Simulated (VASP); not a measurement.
Runs of VASP 6.6.1 on BaS. The structure is that of space group Fm-3m (No. 225), or close to it. The cells are those of the table. 

| task | cell | gap on the mesh (eV) | pressure (GPa) |
| --- | --- | --- | --- |
| electric field gradients | a = 4.591 Å, angles 60.0°, 2 atoms | (a) | -0.7 |
| electric field gradients | a = 4.532 Å, angles 60.0°, 2 atoms | 2.12 | 1.0 |
| single point | a = 4.539, b = 4.539, c = 4.517 Å, angles 60.2, 60.2, 59.7°, 2 atoms | 2.11 | 1.0 |
| single point | a = 4.494, b = 4.494, c = 4.471 Å, angles 60.2, 60.2, 59.7°, 2 atoms | (b) | 2.4 |
| single point | a = 4.562, b = 4.562, c = 4.607 Å, angles 59.7, 59.7, 60.7°, 2 atoms | 2.12 | -0.3 |
| electric field gradients | a = 4.576 Å, angles 60.0°, 2 atoms | (c) | -0.3 |
| single point | a = 4.472, b = 4.472, c = 4.517 Å, angles 59.7, 59.7, 60.7°, 2 atoms | 2.01 | 2.5 |

Alike in all rows: level PBE; potentials or basis VASP PAW PBE potentials, release 64 (Ba_sv, S); no spin polarisation; k mesh 8 × 8 × 8; cutoff (eV) 520; smearing fermi-dirac 0.02 eV.

Problem. Estimate the missing entries.

Solution. (a) 2.18; (b) 2.06; (c) 2.17.

Caveats: spin-orbit coupling is left out, which moves the levels of the heavy elements.

A k mesh can miss the band edges, and the runs leave out spin-orbit coupling on Ba.
